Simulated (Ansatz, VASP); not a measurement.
# One calculation of Mg, two programs

The input POSCAR:

```
Mg
1.0
    3.1800000000      0.0000000000      0.0000000000
   -1.5900000000      2.7539608000      0.0000000000
    0.0000000000      0.0000000000      5.1600000000
Mg
2
Direct
    0.3333333000      0.6666667000      0.2500000000
    0.6666667000      0.3333333000      0.7500000000
```

File INCAR.step1:

```
SYSTEM = Mg
PREC = Accurate
ENCUT = 520
ISMEAR = 0
SIGMA = 0.1
LREAL = .False.
LASPH = .True.
NELM = 100
NBANDS = 9
GGA = PE
ALGO = Normal
EDIFF = 1E-4
LWAVE = .True.
LCHARG = .False.
```

File INCAR.step2:

```
SYSTEM = Mg
PREC = Accurate
ENCUT = 520
EDIFF = 1E-6
ISMEAR = 0
SIGMA = 0.1
LREAL = .False.
LASPH = .True.
NELM = 100
ALGO = Normal
ISIF = 2
LWAVE = .False.
LCHARG = .True.
METAGGA = R2SCAN
LMIXTAU = .True.
LUSE_VDW = .True.
IVDW_NL = 2
BPARAM = 11.95
CPARAM = 0.0093
LELF = .True.
LVHAR = .True.
NBANDS = 9
ISTART = 1
```

The input KPOINTS:

```
Automatic mesh
0
Gamma
  6 6 4
  0 0 0
```

Input for Ansatz:

```yaml
crystal:
  lattice:
    - [3.18, 0.0, 0.0]
    - [-1.59, 2.7539608, 0.0]
    - [0.0, 0.0, 5.16]
  atoms:
    - { symbol: Mg, position: [0.3333333, 0.6666667, 0.25] }
    - { symbol: Mg, position: [0.6666667, 0.3333333, 0.75] }
basis:
  ecutwfc: 500
kpoints:
  mp_grid: { grid: [6, 6, 4] }
hamiltonian:
  xc: r2scan
  dispersion: rvv10
scf:
  occupations: { method: gaussian, width: 0.1 }
output:
  forces: true
  stress: true
  eigenvalues: true
```

Alike in both runs: task single point; functional r2SCAN; dispersion rVV10; k mesh 6 × 6 × 4; occupations gaussian, width 0.1 eV; no spin polarisation.

```csv
,VASP,Ansatz
version,VASP 6.6.1,Ansatz 0.2.0
potentials or method,"VASP PAW PBE potentials, release 64 (Mg), cutoff 520 eV","scalar-relativistic, plane waves, PAW"
valence electrons in the cell,4,20
```

Ansatz gave:

```
gap on the k mesh at the Fermi level (eV)                     : none
pressure (GPa)                                                : -0.1
traceless stress, the component that is largest in VASP (GPa) : 0.63
```

**Question.** What did VASP give for the same quantities?

**Answer.** gap on the k mesh at the Fermi level (eV): none; pressure (GPa): -0.3; traceless stress, the component that is largest in VASP (GPa): 0.62.

VASP's potentials were made for PBE, not for r2SCAN. A gap of «none» marks a metal or a gap that the smearing closes. VASP's potentials hold 4 valence electrons a cell and Ansatz's 20, so a difference there can come from the potentials and not from the codes.

The k mesh is coarse, so the values compare programs but aren't converged.
